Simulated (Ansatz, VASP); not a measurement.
## MgO: VASP beside Ansatz

File INCAR:

```
SYSTEM = MgO
  PREC = Accurate
  ENCUT = 520
  EDIFF = 1E-7
  ISMEAR = 0
  SIGMA = 0.05
  LREAL = .False.
  LASPH = .True.
  NELM = 60
  ALGO = Normal
  ISIF = 2
  LWAVE = .False.
  LCHARG = .False.
  NBANDS = 36
```

KPOINTS

```
Automatic mesh
0
Gamma
  4 4 4
  0 0 0
```

POSCAR

```
MgO
1.0
    5.5230736673      0.0000000000      0.0000000000
    0.0000000000      5.5230736673      0.0000000000
    0.0000000000      0.0000000000      5.5230736673
Mg O
6 6
Direct
    0.2500000000     -0.0158969802      0.5000000000
    0.0000000000      0.5158969802      0.2500000000
    0.5000000000      0.7500000000      0.0000000000
    0.7500000000     -0.0158969802      0.5000000000
    0.0000000000      0.5158969802      0.7500000000
    0.5000000000      0.2500000000      0.0000000000
    0.2500000000      0.4831991460      0.0000000000
    0.5000000000      0.0168008540      0.2500000000
    0.0000000000      0.7500000000      0.5000000000
    0.7500000000      0.4831991460      0.0000000000
    0.5000000000      0.0168008540      0.7500000000
    0.0000000000      0.2500000000      0.5000000000
```

Input for Ansatz:

```yaml
crystal:
  lattice:
    - [5.5230736673, 0.0, 0.0]
    - [0.0, 5.5230736673, 0.0]
    - [0.0, 0.0, 5.5230736673]
  atoms:
    - { symbol: Mg, position: [0.25, -0.0158969802, 0.5] }
    - { symbol: Mg, position: [0.0, 0.5158969802, 0.25] }
    - { symbol: Mg, position: [0.5, 0.75, 0.0] }
    - { symbol: Mg, position: [0.75, -0.0158969802, 0.5] }
    - { symbol: Mg, position: [0.0, 0.5158969802, 0.75] }
    - { symbol: Mg, position: [0.5, 0.25, 0.0] }
    - { symbol: O, position: [0.25, 0.483199146, 0.0] }
    - { symbol: O, position: [0.5, 0.016800854, 0.25] }
    - { symbol: O, position: [0.0, 0.75, 0.5] }
    - { symbol: O, position: [0.75, 0.483199146, 0.0] }
    - { symbol: O, position: [0.5, 0.016800854, 0.75] }
    - { symbol: O, position: [0.0, 0.25, 0.5] }
basis:
  ecutwfc: 520.0
kpoints:
  mp_grid: { grid: [4, 4, 4] }
hamiltonian:
  xc: lda
  pseudopotentials: { kind: paw, azcp: { folder: soft_1 } }
scf:
  occupations: { method: gaussian, width: 0.05 }
output:
  forces: true
  stress: true
  eigenvalues: true
```

Change from the starting cell: mode 14 frozen in at -0.029 Å and mode 24 at -0.115 Å (largest displacements).

Alike in both runs: task single point; functional LDA; k mesh 4 × 4 × 4; occupations gaussian, width 0.05 eV; no spin polarisation.

|  | VASP | Ansatz |
| --- | --- | --- |
| version | VASP 6.6.1 | Ansatz 0.2.0 |
| potentials or method | VASP PAW LDA potentials, release 64 (Mg, O), cutoff 520 eV | scalar-relativistic, plane waves, PAW |
| valence electrons in the cell | 48 | 96 |

|  | VASP | Ansatz | Ansatz less VASP |
| --- | --- | --- | --- |
| gap on the k mesh at the Fermi level (eV) | 2.63 | 2.65 | +0.016 |
| least direct gap on the mesh (eV) | 2.65 | 2.67 | +0.015 |
| pressure (GPa) | -0.3 | 0.4 | +0.68 |
| traceless stress, the component that is largest in VASP (GPa) | -0.47 | -0.48 | -0.008 |
| rms of the force components (eV/Å) | 0.812 | 0.795 | -0.0171 |

Ansatz warns that its potentials were made for another functional, while VASP's fit it. LDA's correlation is that of Perdew and Zunger in VASP and of Perdew and Wang (1992) in Ansatz. Atom by atom the forces differ by 0.017 eV/Å (rms over components). VASP's potentials hold 48 valence electrons a cell and Ansatz's 96, so a difference there can come from the potentials and not from the codes.
